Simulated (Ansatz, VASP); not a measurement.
# Co in VASP and in Ansatz

File INCAR:

```
SYSTEM = Co
PREC     = Accurate       ! precision mode
ENCUT    = 520            ! plane-wave cutoff, eV
EDIFF    = 1E-7           ! SCF threshold, eV
ISMEAR   = -1             ! smearing method
SIGMA    = 0.05           ! smearing width, eV
LREAL    = .False.        ! projectors in reciprocal space
LASPH    = .True.         ! aspherical terms in the spheres
NELM     = 150            ! most SCF steps
ALGO     = Normal         ! electronic algorithm
ISIF     = 2              ! what is computed and relaxed
LWAVE    = .False.        ! write WAVECAR
LCHARG   = .False.        ! write CHGCAR
ISPIN    = 2              ! spin polarisation
MAGMOM   = -1.668 -1.668  ! initial moments
LORBIT   = 11             ! projections on sites
LMAXMIX  = 4              ! l up to which the mixer works
GGA      = B5             ! functional
ALDAX    = 1.0          
AGGAX    = 1.0          
AGGAC    = 1.0          
ALDAC    = 0.0          
NBANDS   = 20             ! bands
```

Contents of KPOINTS:

```
Automatic mesh
0
Gamma
  14 14 10
  0 0 0
```

The input POSCAR:

```
Co
1.0
    2.4113343318      0.0000000000      0.0000000000
    0.0000000000      2.4113343318      0.0000000000
    0.0000000000      0.0000000000      3.4064345043
Co
2
Direct
    0.0000000000      0.0000000000      0.0000000000
    0.5000000000      0.5000000000      0.5000000000
```

Input for Ansatz:

```yaml
crystal:
  lattice:
    - [2.4113343318, 0.0, 0.0]
    - [0.0, 2.4113343318, 0.0]
    - [0.0, 0.0, 3.4064345043]
  atoms:
    - { symbol: Co, position: [0.0, 0.0, 0.0], spin: -1.668 }
    - { symbol: Co, position: [0.5, 0.5, 0.5], spin: -1.668 }
hamiltonian:
  xc: blyp
  pseudopotentials:
    kind: paw
    azcp:
      Co: "pseudopotentials/Co.paw.azcp"
basis:
  ecutwfc: 420
  fft_grid_basis: typed
kpoints:
  mp_grid: { grid: [14, 14, 10], shift: [0, 0, 0] }
magnetization:
  spin_polarized: true
scf:
  occupations: { method: fermi_dirac, width: 0.05 }
  lower_state_search: "off"
output:
  stress: true
  write_density: true
  write_potential: true
  elf: true
  volumetric_format: npy
```

Alike in both runs: task single point; functional BLYP; k mesh 14 × 14 × 10; occupations fermi-dirac, width 0.05 eV; collinear spin.

|  | VASP | Ansatz |
| --- | --- | --- |
| version | VASP 6.6.1 | Ansatz 0.2.0 |
| potentials or method | VASP PAW PBE potentials, release 64 (Co), cutoff 520 eV | plane waves (420 eV) with PAW, scalar-relativistic |
| valence electrons in the cell | 18 | 34 |

VASP gave:

| Property | Result |
| --- | --- |
| net moment per atom (μB) | 1.53 |
| size of the moment on the site where the two differ most (μB) | 1.53 |

Q: Estimate Ansatz's values.

A: net moment per atom (μB): 1.54; size of the moment on the site where the two differ most (μB): 1.60.

VASP's potentials were made for PBE, not for BLYP. Site moments also hang on the region over which each program counts them. VASP's potentials hold 18 valence electrons a cell and Ansatz's 34, so a difference there can come from the potentials and not from the codes.
